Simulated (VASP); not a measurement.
# SrAu2Cl2 (I4/mmm) in VASP: single point with r2SCAN

Aim: the single point of SrAu2Cl2 with r2SCAN.

All numbers are computed with VASP 6.6.1; they aren't measurements. Logs are shortened: lines on timing, memory, paths and dates and some standing lists are left out, and cuts for length are marked.

### 1 The cell of the first run

The structure is tetragonal, space group I4/mmm (No. 139). The conventional cell has a = 4.617 Å, b = 4.617 Å, c = 10.712 Å, α = 90.00°, β = 90.00°, γ = 90.00°. Au (site symmetry -4m2) has 4 Cl at 2.61 Å and 4 Au at 3.26 Å and 4 Sr at 3.54 Å within 3.6 Å. Within 4.7 Å of Sr (site symmetry 4/mmm) lie 8 Au at 3.54 Å and 10 Cl at 3.58 to 3.89 Å and 4 Sr at 4.62 Å. Within 3.4 Å of Cl (site symmetry 4mm) lie 4 Au at 2.61 Å and 1 Cl at 2.94 Å.

### 2 Single point, r2SCAN

Contents of POSCAR:

```
SrAu2Cl2
1.0
    0.0000000000      4.6166090000      0.0000000000
    4.6166090000      0.0000000000      0.0000000000
    2.3083040000      2.3083040000     -5.3561110000
Au Sr Cl
2 1 2
Direct
    0.7500000000      0.2500000000      0.5000000000
    0.2500000000      0.7500000000      0.5000000000
    0.0000000000      0.0000000000      0.0000000000
    0.3630000000      0.3630000000      0.2740000000
    0.6370000000      0.6370000000      0.7260000000
```

Contents of INCAR.step1:

```
SYSTEM = SrAu2Cl2
PREC = Accurate ; ENCUT = 520
ISMEAR = -1 ; SIGMA = 0.1
LREAL = .FALSE. ; LASPH = .TRUE.
NELM = 100 ; NBANDS = 31
GGA = PE ; ALGO = Normal
EDIFF = 1E-4 ; LWAVE = .TRUE.
LCHARG = .FALSE.
```

Contents of INCAR.step2:

```
SYSTEM = SrAu2Cl2
PREC = Accurate ; ENCUT = 520
EDIFF = 1E-6 ; ISMEAR = -1
SIGMA = 0.1 ; LREAL = .FALSE.
LASPH = .TRUE. ; NELM = 100
ALGO = Normal ; ISIF = 2
LWAVE = .FALSE. ; LCHARG = .FALSE.
METAGGA = R2SCAN ; LMIXTAU = .TRUE.
NBANDS = 31 ; ISTART = 1
```

Contents of KPOINTS:

```
regular mesh
0
G
  8 8 8
  0 0 0
```

Potentials or basis: VASP PAW PBE potentials, release 64 (Au, Sr_sv, Cl).

Launch:

```
$ cat potpaw_PBE.64/Au/POTCAR potpaw_PBE.64/Sr_sv/POTCAR potpaw_PBE.64/Cl/POTCAR > POTCAR
$ cp INCAR.step1 INCAR
$ mpirun -np 1 vasp_std > vasp.out
$ cp INCAR.step2 INCAR
$ mpirun -np 1 vasp_std > vasp.out
```

OUTCAR:

```text
SYSTEM = SrAu2Cl2
   PREC = Accurate
   ENCUT = 520
   EDIFF = 1E-6
   ISMEAR = -1
   LREAL = .FALSE.
   LASPH = .TRUE.
   NELM = 100
   ISIF = 2
   METAGGA = R2SCAN
   ISTART = 1

 ion  position               nearest neighbor table
   1  0.750  0.250  0.500-   4 2.61   5 2.61   4 2.61   5 2.61   2 3.26   2 3.26   2 3.26   2 3.26
                             3 3.54   3 3.54   3 3.54   3 3.54
   2  0.250  0.750  0.500-   4 2.61   5 2.61   4 2.61   5 2.61   1 3.26   1 3.26   1 3.26   1 3.26
                             3 3.54   3 3.54   3 3.54   3 3.54
   3  0.000  0.000  0.000-   1 3.54   2 3.54   1 3.54   2 3.54   1 3.54   2 3.54   1 3.54   2 3.54
                             4 3.58   5 3.58   5 3.58   4 3.58   5 3.58   4 3.58   5 3.58   4 3.58
   4  0.363  0.363  0.274-   1 2.61   2 2.61   2 2.61   1 2.61   3 3.58   3 3.58   3 3.58   3 3.58
                             3 3.89
   5  0.637  0.637  0.726-   1 2.61   2 2.61   2 2.61   1 2.61   3 3.58   3 3.58   3 3.58   3 3.58
                             3 3.89

  LATTYP: Found a body centered tetragonal cell.
 ALAT       =     4.6166090000
 C/A-ratio  =     2.3203658789

  Lattice vectors:

 A1 = (  -2.3083040000,   2.3083050000,   5.3561110000)
 A2 = (   2.3083050000,  -2.3083040000,   5.3561110000)
 A3 = (   2.3083040000,   2.3083040000,  -5.3561110000)

Analysis of symmetry for initial positions (statically):
=====================================================================
 Subroutine PRICEL returns:
 Original cell was already a primitive cell.

 Routine SETGRP: Setting up the symmetry group for a
 body centered tetragonal supercell.

 Subroutine GETGRP returns: Found 16 space group operations
 (whereof 16 operations were pure point group operations)
 out of a pool of 16 trial point group operations.

The static configuration has the point symmetry D_4h.

Analysis of symmetry for dynamics (positions and initial velocities):
=====================================================================
 Subroutine PRICEL returns:
 Original cell was already a primitive cell.

 Routine SETGRP: Setting up the symmetry group for a
 body centered tetragonal supercell.

 Subroutine GETGRP returns: Found 16 space group operations
 (whereof 16 operations were pure point group operations)
 out of a pool of 16 trial point group operations.

The dynamic configuration has the point symmetry D_4h.

 Subroutine INISYM returns: Found 16 space group operations
 (whereof 16 operations are pure point group operations),
 and found     1 'primitive' translations

----------------------------------------------------------------------------------------

                                     Primitive cell

  volume of cell :     114.1552

  direct lattice vectors                    reciprocal lattice vectors
     0.000000000  4.616609000  0.000000000     0.000000000  0.216609204  0.093351294
     4.616609000  0.000000000  0.000000000     0.216609204  0.000000000  0.093351294
     2.308304000  2.308304000 -5.356111000     0.000000000  0.000000000 -0.186702628

  length of vectors
     4.616609000  4.616609000  6.272516222     0.235868631  0.235868631  0.186702628

  position of ions in fractional coordinates (direct lattice)
     0.750000000  0.250000000  0.500000000
     0.250000000  0.750000000  0.500000000
     0.000000000  0.000000000  0.000000000
     0.363000000  0.363000000  0.274000000
     0.637000000  0.637000000  0.726000000

  ion indices of the primitive-cell ions
   primitive index   ion index
                 1           1
                 2           2
                 3           3
                 4           4
                 5           5

----------------------------------------------------------------------------------------

 KPOINTS: regular mesh

Automatic generation of k-mesh.
 Grid dimensions read from file:
 generate k-points for:    8    8    8

 Generating k-lattice:

  Cartesian coordinates                     Fractional coordinates (reciprocal lattice)
     0.000000000  0.027076150  0.011668912     0.125000000  0.000000000  0.000000000
     0.027076150  0.000000000  0.011668912     0.000000000  0.125000000  0.000000000
     0.000000000  0.000000000 -0.023337829     0.000000000  0.000000000  0.125000000

  Length of vectors
     0.029483579  0.029483579  0.023337829

  Shift w.r.t. Gamma in fractional coordinates (k-lattice)
     0.000000000  0.000000000  0.000000000

 Subroutine IBZKPT returns following result:
 ===========================================

 Found     59 irreducible k-points:

 Following reciprocal coordinates:
            Coordinates               Weight
  0.000000  0.000000  0.000000      1.000000
  0.125000  0.000000  0.000000      8.000000
  0.250000  0.000000  0.000000      8.000000
  0.375000  0.000000  0.000000      8.000000
  0.500000  0.000000  0.000000      4.000000
  0.125000  0.125000  0.000000      8.000000
[... 16 lines left out ...]
  0.250000  0.000000  0.125000      4.000000
  0.375000  0.000000  0.125000      8.000000
 [... further k-points ...]
   k-points           NKPTS =     59   k-points in BZ     NKDIM =     59   number of bands    NBANDS=     31
   number of dos      NEDOS =    301   number of ions     NIONS =      5
   total plane-waves  NPLWV =  62208
   dimension x,y,z NGX =    36 NGY =   36 NGZ =   48
   dimension x,y,z NGXF=    72 NGYF=   72 NGZF=   96
   ions per type =               2   1   2
   NGX,Y,Z   is equivalent  to a cutoff of  12.96, 12.96, 12.72 a.u.
   NGXF,Y,Z  is equivalent  to a cutoff of  25.93, 25.93, 25.44 a.u.
 SYSTEM =  SrAu2Cl2
   PREC   = accura    normal or accurate (medium, high low for compatibility)
   ISTART =      1    job   : 0-new  1-cont  2-samecut
   ICHARG =      0    charge: 1-file 2-atom 10-const
   ISPIN  =      1    spin polarized calculation?
   LNONCOLLINEAR =      F non collinear calculations
   LSORBIT =      F    spin-orbit coupling
   LASPH  =      T    aspherical Exc in radial PAW
   ENCUT  =  520.0 eV  38.22 Ry    6.18 a.u.   8.58  8.58 11.66*2*pi/ulx,y,z
   NELM   =    100;   NELMIN=  2; NELMDL=  0     # of ELM steps
   EDIFF  = 0.1E-05   stopping-criterion for ELM
   LREAL  =      F    real-space projection
   EDIFFG = 0.1E-04   stopping-criterion for IOM
   NSW    =      0    number of steps for IOM
   IBRION =     -1    ionic relax: 0-MD 1-quasi-New 2-CG
   NFREE  =      0    steps in history (QN), initial steepest desc. (CG)
   ISIF   =      2    stress and relaxation
   ISYM   =      2    0-nonsym 1-usesym 2-fastsym
   POTIM  = 0.5000    time-step for ionic-motion
   TEBEG  =    0.0;   TEEND  =   0.0 temperature during run
   PSTRESS=    0.0 pullay stress
   NELECT =      46.0000    total number of electrons
   NUPDOWN=      -1.0000    fix difference up-down
   EMIN   =  10.00;   EMAX   =-10.00  energy-range for DOS
   EFERMI =   0.00;   METHOD = LEGACY
   ISMEAR =    -1;   SIGMA  =   0.10  broadening in eV -4-tet -1-fermi 0-gaus
   EFERMI_NEDOS =   21; number of points for ismear=-14 and -15
   IALGO  =     38    algorithm
   IMIX   =      4    mixing-type and parameters
     AMIX     =   0.40;   BMIX     =  1.00
     AMIX_MAG =   1.60;   BMIX_MAG =  1.00
  volume/ion in A,a.u.               =      22.83       154.07
  Fermi-wavevector in a.u.,A,eV,Ry     =   1.209193  2.285043 19.893718  1.462147
  Thomas-Fermi vector in A             =   2.344778
   LORBIT       =      0    0 simple, 1 ext, 2 COOP (PROOUT), +10 PAW based schemes
   METAGGA = R2SCAN    functional components
   LHFCALC =     F    Hartree Fock is set to
   AEXX    =    0.0000 exact exchange contribution
   IVDW    =     0    specifies the selected vdW correction
   LEPSILON=     F    determine dielectric tensor
   LRPA    =     F    only Hartree local field effects (RPA)
 non-spin polarized calculation
  energy-cutoff  :      520.00
  volume of cell :      114.16
 maximum number of plane-waves:      3116
 NGX is ok and might be reduce to    36
   NGX = 17   NGY = 17   NGZ = 23

 number of electron      46.0000002 magnetization

 Free energy of the ion-electron system (eV)
  ---------------------------------------------------
  ext. energy  EPLUGINS =         0.00000000
  ---------------------------------------------------
  free energy    TOTEN  =      -129.81957193 eV

  energy without entropy =     -129.74950716  energy(sigma->0) =     -129.78453954

 E-fermi :   6.0465     XC(G=0): -10.5859

 val. band max:        6.0419733261   @ k =  -0.1250   0.0000   0.1250
 cond. band min:       6.1079869770   @ k =  -0.2500  -0.2500   0.2500
 fundamental gap:      0.0660136509
 Fermi energy:         6.0465379299

 k-point     1 :       0.0000    0.0000    0.0000
  band No.  band energies     occupation
      1     -32.2912      2.00000
      2     -13.6481      2.00000
      3     -13.6481      2.00000
      4     -13.5984      2.00000
      5     -12.3500      2.00000
      6     -11.6527      2.00000
[... 23 lines left out ...]
     30       9.8076      0.00000
     31      12.4699      0.00000

 k-point     2 :       0.1250    0.0000    0.0000
  band No.  band energies     occupation
      1     -32.2910      2.00000
      2     -13.6631      2.00000
      3     -13.6472      2.00000
      4     -13.5982      2.00000
      5     -12.3122      2.00000
      6     -11.6604      2.00000
[... 23 lines left out ...]
     30      10.1106      0.00000
     31      11.6152      0.00000

 k-point     3 :       0.2500    0.0000    0.0000
  band No.  band energies     occupation
      1     -32.2904      2.00000
      2     -13.6968      2.00000
      3     -13.6452      2.00000
      4     -13.5966      2.00000
      5     -12.2212      2.00000
      6     -11.6825      2.00000
[... 23 lines left out ...]
     30      10.4933      0.00000
     31      10.9615      0.00000

 k-point     4 :       0.3750    0.0000    0.0000
  band No.  band energies     occupation
      1     -32.2898      2.00000
      2     -13.7271      2.00000
      3     -13.6432      2.00000
      4     -13.5941      2.00000
      5     -12.1271      2.00000
      6     -11.7124      2.00000
[... 23 lines left out ...]
     30      10.4445      0.00000
     31      10.9359      0.00000

 k-point     5 :       0.5000    0.0000    0.0000
  band No.  band energies     occupation
      1     -32.2896      2.00000
      2     -13.7388      2.00000
      3     -13.6423      2.00000
      4     -13.5928      2.00000
      5     -12.0855      2.00000
      6     -11.7286      2.00000
[... 23 lines left out ...]
     30      10.3820      0.00000
     31      11.3838      0.00000
[... 542 lines left out ...]
     30      10.2461      0.00000
     31      10.5705      0.00000

 k-point    22 :       0.0000    0.0000    0.1250
  band No.  band energies     occupation
      1     -32.2912      2.00000
      2     -13.6480      2.00000
      3     -13.6480      2.00000
      4     -13.6052      2.00000
      5     -12.3222      2.00000
      6     -11.6773      2.00000
[... 23 lines left out ...]
     30       9.7391      0.00000
     31      12.3473      0.00000

 k-point    23 :       0.2500    0.0000    0.1250
  band No.  band energies     occupation
      1     -32.2904      2.00000
      2     -13.6971      2.00000
      3     -13.6453      2.00000
      4     -13.5929      2.00000
      5     -12.2413      2.00000
      6     -11.6629      2.00000
[... 23 lines left out ...]
     30      10.7049      0.00000
     31      10.7118      0.00000

 k-point    24 :       0.3750    0.0000    0.1250
  band No.  band energies     occupation
      1     -32.2899      2.00000
      2     -13.7276      2.00000
      3     -13.6432      2.00000
      4     -13.5909      2.00000
      5     -12.1503      2.00000
      6     -11.6885      2.00000
[... 23 lines left out ...]
     30      10.2113      0.00000
     31      11.1740      0.00000

 [... further k-points ...]
[... 5 lines left out ...]
  --------------------------------------------------------------------------------------
  -------------------------------------------------------------------------------------
  Total        6.1591121      6.1591121      5.3975191      0.0000000      0.0000005      0.0000005
  in kB       86.4436175     86.4436175     75.7546015      0.0000000      0.0000071      0.0000071
  external PRESSURE =      82.8806121 kB  Pullay stress =       0.0000000 kB

 VOLUME and BASIS-vectors are now :
 -----------------------------------------------------------------------------
  energy-cutoff  :      520.00
  volume of cell :      114.16
      direct lattice vectors                 reciprocal lattice vectors
     0.000000000  4.616609000  0.000000000     0.000000000  0.216609204  0.093351294
     4.616609000  0.000000000  0.000000000     0.216609204  0.000000000  0.093351294
     2.308304000  2.308304000 -5.356111000     0.000000000  0.000000000 -0.186702628

 POSITION                                       TOTAL-FORCE (eV/Angst)
 -----------------------------------------------------------------------------------
      2.30830      4.61661     -2.67806        -0.000000     -0.000000     -0.000000
      4.61661      2.30830     -2.67806         0.000000      0.000000     -0.000000
      0.00000      0.00000      0.00000         0.000000     -0.000000     -0.000000
      2.30830      2.30830     -1.46757         0.000000      0.000000      1.298247
      4.61661      4.61661     -3.88854        -0.000000     -0.000000     -1.298247
 -----------------------------------------------------------------------------------
    total drift:                                0.000000      0.000000     -0.000000

  FREE ENERGIE OF THE ION-ELECTRON SYSTEM (eV)
  ---------------------------------------------------
  free  energy   TOTEN  =      -129.8195719332 eV

  energy  without entropy=     -129.7495071567  energy(sigma->0) =     -129.78453954
```

Wall time 5.9 min (1 thread of Intel Xeon Platinum 8488C (Sapphire Rapids), shared host); peak memory 0.39 GiB.

What came out:

| Item | Value |
| --- | --- |
| Free energy | -129.8196 eV |
| Pressure | 8.3 GPa |
| Largest force | 1.298 eV/Å |
| Band gap on the k mesh | zero (bands 23 and 24 overlap by 2.05 eV) |

Forces in eV/Å, atoms in the order of the input:
```
Au   0.000  0.000  0.000
Au   0.000  0.000  0.000
Sr   0.000  0.000  0.000
Cl   0.000  0.000  1.298
Cl   0.000  0.000 -1.298
```

Caveat: the cell stands under pressure; the PAW data sets were made with another functional, which shifts forces and pressure a little; spin-orbit coupling is left out, which moves the levels of the heavy elements.
